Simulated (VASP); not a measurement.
Write the native input for VASP 6.6.1 that does the following.

```yaml
Task: single point
Functional: PBE
Potentials_or_basis: VASP PAW PBE potentials, release 64 (N, Ga_d, As)
Cutoff: 520 eV
k_mesh: 8 × 4 × 6
Occupations: fermi-dirac, width 0.02 eV
Spin: no spin polarisation
Dipole_correction: no
Further_INCAR_settings: ALGO = Normal; EDIFF = 1e-06; NBANDS = 46
```

The structure of Ga4AsN3 lies in POSCAR:

```
Ga4AsN3
1.0
    3.3720902205      0.0000000000      0.0000000000
    0.0000000000      6.8528605964      0.0000000000
    0.0000000000      0.0000000000      4.7291015999
N Ga As
3 4 1
Direct
    0.0000000000      0.2260492452      0.0022434329
    0.5000000000      0.0000000000      0.5041734566
    0.0000000000      0.7739507548      0.0022434329
    0.5000000000      0.2143359261      0.7757528002
    0.0000000000      0.0000000000      0.2723242265
    0.5000000000      0.7856640739      0.7757528002
    0.0000000000      0.5000000000      0.1650693433
    0.5000000000      0.5000000000      0.5024405076
```

The input as run:

INCAR

```
SYSTEM = Ga4AsN3
PREC = Accurate ; ENCUT = 520
EDIFF = 1E-6 ; ISMEAR = -1
SIGMA = 0.02 ; LREAL = .False.
LASPH = .True. ; NELM = 100
ALGO = Normal ; ISIF = 2
LWAVE = .False. ; LCHARG = .True.
GGA = PE ; LELF = .True.
LVHAR = .True. ; NBANDS = 46
```

KPOINTS

```
Automatic mesh
0
Gamma
  8 4 6
  0 0 0
```

Potentials or basis: VASP PAW PBE potentials, release 64 (N, Ga_d, As).

Run with:

```console
$ cat potpaw_PBE.64/N/POTCAR potpaw_PBE.64/Ga_d/POTCAR potpaw_PBE.64/As/POTCAR > POTCAR
$ mpirun -np 1 vasp_std > vasp.out
```

It gave:

```json
{
  "Pressure": "5.1 GPa",
  "Largest force": "0.334 eV/Å",
  "Band gap on the k mesh": "zero (bands 36 and 37 overlap by 0.30 eV)"
}
```

Caveat: the cell stands under pressure; semilocal functionals underestimate gaps, so a narrow gap can read as zero.

It took 3.6 min on 1 thread of AMD EPYC 9R45 96-Core Processor (Zen 5), on a shared host, peak memory 0.35 GiB.
